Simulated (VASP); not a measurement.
Be, 4 atoms in the cell. The typed cell holds 4 atoms: a = 3.751 Å, b = 3.744 Å, c = 2.259 Å, α = 89.86°, β = 90.35°, γ = 88.21°. 

| Item | Value |
| --- | --- |
| Program | VASP 6.6.1 |
| Task | single point |
| Functional | LDA |
| Potentials or basis | VASP PAW LDA potentials, release 64 (Be) |
| Cutoff | 520 eV |
| k mesh | 4 × 4 × 7 |
| Occupations | gaussian, width 0.1 eV |
| Spin | no spin polarisation |
| Dipole correction | no |
| Further INCAR settings | ALGO = Normal; EDIFF = 1e-06; NBANDS = 12 |

Potentials or basis: VASP PAW LDA potentials, release 64 (Be).

The run is started by

```bash
$ cat potpaw_LDA.64/Be/POTCAR > POTCAR
$ mpirun -np 1 vasp_std > vasp.out
```

Hardware: 1 thread of AMD EPYC 9R45 96-Core Processor (Zen 5) (shared host).

Question: How long does it take, and how much memory?

Answer: Wall time 7.3 s on 1 thread of AMD EPYC 9R45 96-Core Processor (Zen 5), with other jobs on the host, peak memory 0.1 GiB. Counts: scf iterations 10, k points 58.
